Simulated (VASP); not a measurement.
# Sc2GeTe2 (P-6m2) in VASP: notebook

Sc2GeTe2 is run at these levels: PBE; tasks: single point, relaxation of cell and atoms.

Program: VASP 6.6.1. These are calculated values, not measurements. Logs are shortened: lines on timing, memory, paths and dates and some standing lists are left out, and cuts for length are marked.

## Step 1: The cell of the first run

It takes space group P-6m2 (No. 187, hexagonal). The conventional cell has a = 4.389 Å, b = 4.389 Å, c = 8.773 Å, α = 90.00°, β = 90.00°, γ = 120.00°. Within 2.3 Å of Sc (site symmetry 3m) lie 1 Ge at 1.75 Å. Ge (site symmetry -6m2) has 2 Sc at 1.75 Å within 2.3 Å. Within 3.6 Å of Te (site symmetry 3m) lie 3 Sc at 2.63 Å and 3 Ge at 3.53 Å.

The cell was built from a structure type or drawn by symmetry, and may not be a known phase.

## Step 2: Single point, PBE

File INCAR:

```
SYSTEM = Sc2GeTe2
  PREC = Accurate
  ENCUT = 520
  EDIFF = 1E-6
  ISMEAR = 0
  SIGMA = 0.1
  LREAL = .FALSE.
  LASPH = .TRUE.
  NELM = 80
  ALGO = Normal
  ISIF = 2
  LWAVE = .FALSE.
  LCHARG = .FALSE.
  GGA = PE
  NBANDS = 32
```

File KPOINTS:

```
Automatic mesh
0
G
  6 6 2
  0 0 0
```

File POSCAR:

```
Sc2GeTe2
1.0
    4.3888796100      0.0000000000      0.0000000000
   -2.1944398000      3.8008812300      0.0000000000
    0.0000000000      0.0000000000      8.7728474200
Sc Ge Te
2 1 2
Direct
    0.3333333300      0.6666666700      0.1996857100
    0.3333333300      0.6666666700      0.8003142900
    0.3333333300      0.6666666700      0.0000000000
    0.6666666700      0.3333333300      0.7194229000
    0.6666666700      0.3333333300      0.2805771000
```

Potentials or basis: VASP PAW PBE potentials, release 64 (Sc_sv, Ge_d, Te).

Started as:

```console
$ cat potpaw_PBE.64/Sc_sv/POTCAR potpaw_PBE.64/Ge_d/POTCAR potpaw_PBE.64/Te/POTCAR > POTCAR
$ mpirun -np 1 vasp_std > vasp.out
```

OUTCAR:

```text
SYSTEM = Sc2GeTe2
   PREC = Accurate
   ENCUT = 520
   EDIFF = 1E-6
   ISMEAR = 0
   LREAL = .FALSE.
   LASPH = .TRUE.
   NELM = 80
   ISIF = 2
   GGA = PE

 ion  position               nearest neighbor table
   1  0.333  0.667  0.200-   3 1.75   5 2.63   5 2.63   5 2.63
   2  0.333  0.667  0.800-   3 1.75   4 2.63   4 2.63   4 2.63
   3  0.333  0.667  0.000-   1 1.75   2 1.75
   4  0.667  0.333  0.719-   2 2.63   2 2.63   2 2.63
   5  0.667  0.333  0.281-   1 2.63   1 2.63   1 2.63

  LATTYP: Found a hexagonal cell.
 ALAT       =     4.3888796100
 C/A-ratio  =     1.9988808533

  Lattice vectors:

 A1 = (   4.3888796100,   0.0000000000,   0.0000000000)
 A2 = (  -2.1944398000,   3.8008812300,   0.0000000000)
 A3 = (   0.0000000000,   0.0000000000,   8.7728474200)

Analysis of symmetry for initial positions (statically):
=====================================================================
 Subroutine PRICEL returns:
 Original cell was already a primitive cell.

 Routine SETGRP: Setting up the symmetry group for a
 hexagonal supercell.

 Subroutine GETGRP returns: Found 12 space group operations
 (whereof 12 operations were pure point group operations)
 out of a pool of 24 trial point group operations.

The static configuration has the point symmetry D_3h.

Analysis of symmetry for dynamics (positions and initial velocities):
=====================================================================
 Subroutine PRICEL returns:
 Original cell was already a primitive cell.

 Routine SETGRP: Setting up the symmetry group for a
 hexagonal supercell.

 Subroutine GETGRP returns: Found 12 space group operations
 (whereof 12 operations were pure point group operations)
 out of a pool of 24 trial point group operations.

The dynamic configuration has the point symmetry D_3h.

 Subroutine INISYM returns: Found 12 space group operations
 (whereof 12 operations are pure point group operations),
 and found     1 'primitive' translations

----------------------------------------------------------------------------------------

                                     Primitive cell

  volume of cell :     146.3452

  direct lattice vectors                    reciprocal lattice vectors
     4.388879610  0.000000000  0.000000000     0.227848583  0.131548441  0.000000000
    -2.194439800  3.800881230  0.000000000     0.000000000  0.263096882  0.000000000
     0.000000000  0.000000000  8.772847420     0.000000000  0.000000000  0.113988076

  length of vectors
     4.388879610  4.388879602  8.772847420     0.263096881  0.263096882  0.113988076

  position of ions in fractional coordinates (direct lattice)
     0.333333330  0.666666670  0.199685710
     0.333333330  0.666666670  0.800314290
     0.333333330  0.666666670  0.000000000
     0.666666670  0.333333330  0.719422900
     0.666666670  0.333333330  0.280577100

  ion indices of the primitive-cell ions
   primitive index   ion index
                 1           1
                 2           2
                 3           3
                 4           4
                 5           5

----------------------------------------------------------------------------------------

 KPOINTS: Automatic mesh

Automatic generation of k-mesh.
 Grid dimensions read from file:
 generate k-points for:    6    6    2

 Generating k-lattice:

  Cartesian coordinates                     Fractional coordinates (reciprocal lattice)
     0.037974764  0.021924740  0.000000000     0.166666667  0.000000000  0.000000000
     0.000000000  0.043849480  0.000000000     0.000000000  0.166666667  0.000000000
     0.000000000  0.000000000  0.056994038     0.000000000  0.000000000  0.500000000

  Length of vectors
     0.043849480  0.043849480  0.056994038

  Shift w.r.t. Gamma in fractional coordinates (k-lattice)
     0.000000000  0.000000000  0.000000000

 Subroutine IBZKPT returns following result:
 ===========================================

 Found     14 irreducible k-points:

 Following reciprocal coordinates:
            Coordinates               Weight
  0.000000  0.000000  0.000000      1.000000
  0.166667  0.000000  0.000000      6.000000
  0.333333 -0.000000  0.000000      6.000000
  0.500000  0.000000  0.000000      3.000000
  0.166667  0.166667  0.000000      6.000000
  0.333333  0.166667  0.000000     12.000000
  0.333333  0.333333  0.000000      2.000000
  0.000000  0.000000  0.500000      1.000000
  0.166667  0.000000  0.500000      6.000000
  0.333333 -0.000000  0.500000      6.000000
  0.500000  0.000000  0.500000      3.000000
  0.166667  0.166667  0.500000      6.000000
  0.333333  0.166667  0.500000     12.000000
  0.333333  0.333333  0.500000      2.000000
   k-points           NKPTS =     14   k-points in BZ     NKDIM =     14   number of bands    NBANDS=     32
   number of dos      NEDOS =    301   number of ions     NIONS =      5
   total plane-waves  NPLWV =  90720
   dimension x,y,z NGX =    36 NGY =   36 NGZ =   70
[... 120 lines left out ...]
      1     -45.5118      2.00000
      2     -45.4114      2.00000
      3     -26.5274      2.00000
      4     -24.9823      2.00000
      5     -24.2625      2.00000
      6     -24.2502      2.00000
[... 24 lines left out ...]
     31       7.0819      0.00000
     32       7.4160      0.00000

 k-point     6 :       0.3333    0.1667    0.0000
  band No.  band energies     occupation
      1     -45.5112      2.00000
      2     -45.4107      2.00000
      3     -26.5266      2.00000
      4     -24.9810      2.00000
      5     -24.2720      2.00000
      6     -24.2543      2.00000
[... 24 lines left out ...]
     31       6.6373      0.00000
     32       6.9562      0.00000

 k-point     7 :       0.3333    0.3333    0.0000
  band No.  band energies     occupation
      1     -45.5110      2.00000
      2     -45.4105      2.00000
      3     -26.5263      2.00000
      4     -24.9806      2.00000
      5     -24.2721      2.00000
      6     -24.2587      2.00000
[... 24 lines left out ...]
     31       6.7630      0.00000
     32       7.0235      0.00000

 k-point     8 :       0.0000    0.0000    0.5000
  band No.  band energies     occupation
      1     -45.5128      2.00000
      2     -45.4124      2.00000
      3     -26.5288      2.00000
      4     -24.9846      2.00000
      5     -24.2451      2.00000
      6     -24.2451      2.00000
[... 24 lines left out ...]
     31       7.5677      0.00000
     32       8.2434      0.00000

 k-point     9 :       0.1667    0.0000    0.5000
  band No.  band energies     occupation
      1     -45.5124      2.00000
      2     -45.4120      2.00000
      3     -26.5282      2.00000
      4     -24.9838      2.00000
      5     -24.2525      2.00000
      6     -24.2467      2.00000
[... 24 lines left out ...]
     31       7.7811      0.00000
     32       7.8529      0.00000

 k-point    10 :       0.3333   -0.0000    0.5000
  band No.  band energies     occupation
      1     -45.5116      2.00000
      2     -45.4112      2.00000
      3     -26.5270      2.00000
      4     -24.9821      2.00000
      5     -24.2673      2.00000
      6     -24.2500      2.00000
[... 24 lines left out ...]
     31       6.9788      0.00000
     32       7.2607      0.00000

 k-point    11 :       0.5000    0.0000    0.5000
  band No.  band energies     occupation
      1     -45.5112      2.00000
      2     -45.4107      2.00000
      3     -26.5264      2.00000
      4     -24.9812      2.00000
      5     -24.2747      2.00000
      6     -24.2517      2.00000
[... 24 lines left out ...]
     31       6.4999      0.00000
     32       6.7747      0.00000

 k-point    12 :       0.1667    0.1667    0.5000
  band No.  band energies     occupation
      1     -45.5118      2.00000
      2     -45.4114      2.00000
      3     -26.5273      2.00000
      4     -24.9825      2.00000
      5     -24.2626      2.00000
      6     -24.2502      2.00000
[... 24 lines left out ...]
     31       7.1772      0.00000
     32       7.5778      0.00000

 k-point    13 :       0.3333    0.1667    0.5000
  band No.  band energies     occupation
      1     -45.5112      2.00000
      2     -45.4107      2.00000
      3     -26.5264      2.00000
      4     -24.9812      2.00000
      5     -24.2720      2.00000
      6     -24.2544      2.00000
[... 24 lines left out ...]
     31       6.8340      0.00000
     32       7.0268      0.00000

 k-point    14 :       0.3333    0.3333    0.5000
  band No.  band energies     occupation
      1     -45.5110      2.00000
      2     -45.4105      2.00000
      3     -26.5261      2.00000
      4     -24.9808      2.00000
      5     -24.2722      2.00000
      6     -24.2587      2.00000
[... 24 lines left out ...]
     31       6.8717      0.00000
     32       6.9072      0.00000

------------------------ aborting loop because EDIFF is reached ----------------------------------------

  FORCE on cell =-STRESS in cart. coord.  units (eV):
  Direction    XX          YY          ZZ          XY          YZ          ZX
  --------------------------------------------------------------------------------------
  -------------------------------------------------------------------------------------
  Total       10.3669879     10.3669878     75.1133493      0.0000000      0.0000000      0.0000000
  in kB      113.4970645    113.4970641    822.3357427      0.0000001      0.0000000      0.0000000
  external PRESSURE =     349.7766238 kB  Pullay stress =       0.0000000 kB

 VOLUME and BASIS-vectors are now :
 -----------------------------------------------------------------------------
  energy-cutoff  :      520.00
  volume of cell :      146.35
      direct lattice vectors                 reciprocal lattice vectors
     4.388879610  0.000000000  0.000000000     0.227848583  0.131548441  0.000000000
    -2.194439800  3.800881230  0.000000000     0.000000000  0.263096882  0.000000000
     0.000000000  0.000000000  8.772847420     0.000000000  0.000000000  0.113988076

 POSITION                                       TOTAL-FORCE (eV/Angst)
 -----------------------------------------------------------------------------------
     -0.00000      2.53392      1.75181        -0.000000      0.000000     19.107039
     -0.00000      2.53392      7.02104        -0.000000      0.000000    -19.107039
     -0.00000      2.53392      0.00000         0.000000     -0.000000      0.000000
      2.19444      1.26696      6.31139         0.000000     -0.000000     -1.271068
      2.19444      1.26696      2.46146         0.000000     -0.000000      1.271068
 -----------------------------------------------------------------------------------
    total drift:                                0.000072     -0.000042      0.000000

  FREE ENERGIE OF THE ION-ELECTRON SYSTEM (eV)
  ---------------------------------------------------
  free  energy   TOTEN  =       -11.5150852487 eV

  energy  without entropy=      -11.4933492552  energy(sigma->0) =      -11.50421725
```

Run time: 63 s. Hardware: 1 thread of Intel Xeon 6975P-C (Granite Rapids), shared host; peak memory 0.31 GiB.

Results:

```
Free energy   : -11.5151 eV
Pressure      : 35.0 GPa
Largest force : 19.107 eV/Å
```

Forces on the atoms (eV/Å):
```
Sc    0.000   0.000  19.107
Sc    0.000   0.000 -19.107
Ge    0.000   0.000   0.000
Te    0.000   0.000  -1.271
Te    0.000   0.000   1.271
```

Stress tensor (GPa, compression positive):
```
11.35  0.00  0.00
 0.00 11.35  0.00
 0.00  0.00 82.23
```

Caveat: atoms lie so close that the PAW spheres overlap strongly, which falsifies energies and pressures; the cell stands under pressure; spin-orbit coupling is left out, which moves the levels of the heavy elements; this functional lacks dispersion, which binds the layers, so the pressure and a relaxed spacing across them are unreliable; forces of over 1 eV/Å act on the atoms, so gaps and moduli don't describe the material at rest.

## Step 3: Single point, PBE

This run uses another cell than the first one, of 37.81 Å³/atom.

File INCAR:

```
PREC     = Accurate       # precision mode
ENCUT    = 520            # plane-wave cutoff, eV
EDIFF    = 1E-6           # SCF threshold, eV
ISMEAR   = 0              # smearing method
SIGMA    = 0.1            # smearing width, eV
LREAL    = False          # projectors in reciprocal space
LASPH    = True           # aspherical terms in the spheres
NELM     = 80             # most SCF steps
ALGO     = Normal         # electronic algorithm
ISIF     = 2              # what is computed and relaxed
LWAVE    = False          # write WAVECAR
LCHARG   = False          # write CHGCAR
GGA      = PE             # functional
NBANDS   = 32             # bands
```

File KPOINTS:

```
Automatic mesh
0
Gamma
  6 6 2
```

File POSCAR:

```
Sc2GeTe2
1.0
    4.1497496527     -0.0000000027      0.0000000000
   -2.0748748240      3.5937886199      0.0000000000
    0.0000000000      0.0000000000     12.6782369550
Sc Ge Te
2 1 2
Direct
    0.3333333333      0.6666666667      0.2130897422
    0.3333333333      0.6666666667      0.7869102578
    0.3333333333      0.6666666667      0.0000000000
    0.6666666667      0.3333333333      0.6716498974
    0.6666666667      0.3333333333      0.3283501026
```

Potentials or basis: VASP PAW PBE potentials, release 64 (Sc_sv, Ge_d, Te).

Started as:

```console
$ cat potpaw_PBE.64/Sc_sv/POTCAR potpaw_PBE.64/Ge_d/POTCAR potpaw_PBE.64/Te/POTCAR > POTCAR
$ mpirun -np 1 vasp_std > vasp.out
```

It took 78 s on 1 thread of Intel Xeon 6975P-C (Granite Rapids), shared host; peak memory 0.34 GiB.

It converged, with:

- Free energy: -25.5519 eV
- Pressure: 0.1 GPa
- Largest force: 0.026 eV/Å
- Band gap on the k mesh: zero (bands 24 and 25 overlap by 1.63 eV)

Forces on the atoms (eV/Å):
```
Sc   0.000  0.000 -0.026
Sc   0.000  0.000  0.026
Ge   0.000  0.000  0.000
Te   0.000  0.000 -0.024
Te   0.000  0.000  0.024
```

Stress tensor (GPa, compression positive):
```
0.06 0.00 0.00
0.00 0.06 0.00
0.00 0.00 0.20
```

Levels at points of the mesh, in eV from the Fermi level:
```tsv
k point	band 21	band 22	band 23	band 24	band 25	band 26	band 27	band 28
(0.00, 0.00, 0.00)	-1.49	-1.49	-1.46	0.96	0.96	1.25	1.25	1.49
(0.50, 0.00, 0.00)	-1.83	-1.77	-1.58	-0.86	0.60	0.70	0.91	1.13
(0.00, 0.00, 0.50)	-1.52	-1.50	-1.50	0.96	0.96	1.25	1.25	1.59
(0.50, 0.00, 0.50)	-1.82	-1.78	-1.40	-0.87	0.57	0.90	0.91	0.92
```

Caveat: spin-orbit coupling is left out, which moves the levels of the heavy elements; this functional lacks dispersion, which binds the layers, so the pressure and a relaxed spacing across them are unreliable.

## Step 4: Relaxation of cell and atoms, PBE

File INCAR:

```
SYSTEM = Sc2GeTe2
ALGO = Normal
EDIFF = 1E-7
EDIFFG = -0.04
ENCUT = 600
GGA = PE
IBRION = 2
ISIF = 3
ISMEAR = 0
LASPH = .TRUE.
LCHARG = .FALSE.
LREAL = .FALSE.
LWAVE = .FALSE.
NELM = 80
NSW = 90
PREC = Accurate
SIGMA = 0.1
```

File KPOINTS:

```
k-points
0
G
  6 6 2
  0 0 0
```

File POSCAR:

```
Sc2GeTe2
1.0
    4.3888796100      0.0000000000      0.0000000000
   -2.1944398000      3.8008812300      0.0000000000
    0.0000000000      0.0000000000      8.7728474200
Sc Ge Te
2 1 2
Direct
    0.3333333300      0.6666666700      0.1996857100
    0.3333333300      0.6666666700      0.8003142900
    0.3333333300      0.6666666700      0.0000000000
    0.6666666700      0.3333333300      0.7194229000
    0.6666666700      0.3333333300      0.2805771000
```

Started as:

```console
$ cat potpaw_PBE.64/Sc_sv/POTCAR potpaw_PBE.64/Ge_d/POTCAR potpaw_PBE.64/Te/POTCAR > POTCAR
$ mpirun -np 1 vasp_std > vasp.out
```

Run time: 32 min. Hardware: 1 thread of Intel Xeon 6975P-C (Granite Rapids), shared host; peak memory 0.35 GiB.

The run converged. Its results:

```yaml
Free_energy: -25.5289 eV
Relaxed_volume: 38.39 Å³/atom
Relaxed_cell: a = 4.152 Å, b = 4.152 Å, c = 12.853 Å, α = 90.00°, β = 90.00°, γ = 120.00°
Space_group_after_relaxing_to_0.1_Å: P-6m2 (No. 187)
Energy_gained_by_relaxing: 2802.6 meV/atom
Ionic_steps: 46
Pressure_after_relaxing: -0.1 GPa
Largest_force_after_relaxing: 0.025 eV/Å
Band_gap_on_the_k_mesh: zero (bands 24 and 25 overlap by 1.63 eV)
```

Forces in eV/Å, atoms in the order of the input:
```
Sc   0.000  0.000  0.025
Sc   0.000  0.000 -0.025
Ge   0.000  0.000  0.000
Te   0.000  0.000  0.007
Te   0.000  0.000 -0.007
```

Step by step:
| step | energy change (eV) | largest force (eV/Å) | pressure (GPa) | volume (Å³) |
| --- | --- | --- | --- | --- |
| 1 | 0.0000 | 19.1054 | 35.00 | 146.35 |
| 3 | -9.7203 | 0.5338 | -1.64 | 292.61 |
| 5 | -11.9297 | 1.6438 | 2.52 | 209.54 |
| 7 | -12.3405 | 1.4033 | 5.02 | 190.91 |
| 9 | -12.3925 | 1.0482 | 6.46 | 184.12 |
| 11 | -13.1738 | 0.7089 | -0.58 | 213.76 |
| 13 | -13.2322 | 0.1062 | 0.15 | 208.79 |
| 15 | -13.2424 | 0.0872 | -0.21 | 212.09 |
| 17 | -13.2473 | 0.0491 | -0.73 | 217.18 |
| 19 | -13.2521 | 0.0500 | -0.79 | 217.99 |
| 21 | -13.2730 | 0.0481 | -1.06 | 221.22 |
| 23 | -13.3118 | 0.2346 | -2.42 | 233.87 |
| 25 | -13.3254 | 0.1255 | -2.01 | 230.31 |
| 27 | -13.3803 | 0.2250 | -2.46 | 233.01 |
| 29 | -13.3904 | 0.3437 | -2.74 | 234.27 |
| 31 | -13.5597 | 0.3694 | -2.61 | 228.65 |
| 33 | -13.7492 | 1.1176 | -3.01 | 200.96 |
| 35 | -13.9056 | 0.4359 | -1.91 | 207.91 |
| 37 | -13.9873 | 0.1083 | -0.03 | 197.36 |
| 39 | -13.9917 | 0.0990 | -0.12 | 197.47 |
| 41 | -13.9990 | 0.2265 | -0.20 | 196.69 |
| 43 | -14.0121 | 0.0675 | 0.03 | 192.41 |
| 45 | -14.0127 | 0.0440 | 0.09 | 191.31 |
| 46 | -14.0128 | 0.0248 | -0.07 | 191.93 |

Final structure:
```cif
data_structure
_symmetry_space_group_name_H-M 'P 1'
_symmetry_Int_Tables_number 1
_cell_length_a 4.1524
_cell_length_b 4.1524
_cell_length_c 12.8530
_cell_angle_alpha 90.000
_cell_angle_beta 90.000
_cell_angle_gamma 120.000
_cell_volume 191.93
loop_
_atom_site_label
_atom_site_type_symbol
_atom_site_fract_x
_atom_site_fract_y
_atom_site_fract_z
_atom_site_occupancy
Sc1 Sc 0.33333 0.66667 0.21010 1
Sc2 Sc 0.33333 0.66667 0.78990 1
Ge1 Ge 0.33333 0.66667 0.00000 1
Te1 Te 0.66667 0.33333 0.67582 1
Te2 Te 0.66667 0.33333 0.32418 1
```

Levels at points of the mesh, in eV from the Fermi level:
```tsv
k point	band 20	band 21	band 22	band 23	band 24	band 25	band 26	band 27	band 28
(0.00, 0.00, 0.00)	-1.50	-1.48	-1.48	-1.46	0.96	0.96	1.26	1.26	1.50
(0.50, 0.00, 0.00)	-1.87	-1.80	-1.76	-1.56	-0.86	0.61	0.72	0.90	1.12
(0.00, 0.00, 0.50)	-1.50	-1.50	-1.48	-1.48	0.96	0.96	1.25	1.25	1.61
(0.50, 0.00, 0.50)	-2.08	-1.79	-1.77	-1.42	-0.87	0.59	0.88	0.91	0.94
```

Caveat: the volume moved by over 15 % at a fixed basis, so the end points are rough; spin-orbit coupling is left out, which moves the levels of the heavy elements; this functional lacks dispersion, which binds the layers, so the pressure and a relaxed spacing across them are unreliable.

## Step 5: The runs side by side

```csv
task,cell,cutoff (eV),gap on the mesh (eV),pressure (GPa),largest force (eV/Å)
single point,"a = 4.389, b = 4.389, c = 8.773 Å, angles 90.0, 90.0, 120.0°, 5 atoms, atomic positions A",520,-,35.0,19.11
single point,"a = 4.150, b = 4.150, c = 12.678 Å, angles 90.0, 90.0, 120.0°, 5 atoms, atomic positions B",520,none,0.1,0.03
relaxation of cell and atoms,"relaxed from a = 4.389, b = 4.389, c = 8.773 Å, angles 90.0, 90.0, 120.0°, 5 atoms, atomic positions A",600,none,-0.1,0.02
```

Alike in all rows: level PBE; potentials or basis VASP PAW PBE potentials, release 64 (Sc_sv, Ge_d, Te); no spin polarisation; k mesh 6 × 6 × 2; smearing gaussian 0.1 eV.

Caveats: spin-orbit coupling is left out, which moves the levels of the heavy elements; this functional lacks dispersion, which binds the layers, so the pressure and a relaxed spacing across them are unreliable; atoms lie so close that the PAW spheres overlap strongly, which falsifies energies and pressures (at least some runs); the cell stands under pressure (at least some runs); forces of over 1 eV/Å act on the atoms, so gaps and moduli don't describe the material at rest (at least some runs); the volume moved by over 15 % at a fixed basis, so the end points are rough (at least some runs).

Absolute energies hang on the potentials; compare differences alone.
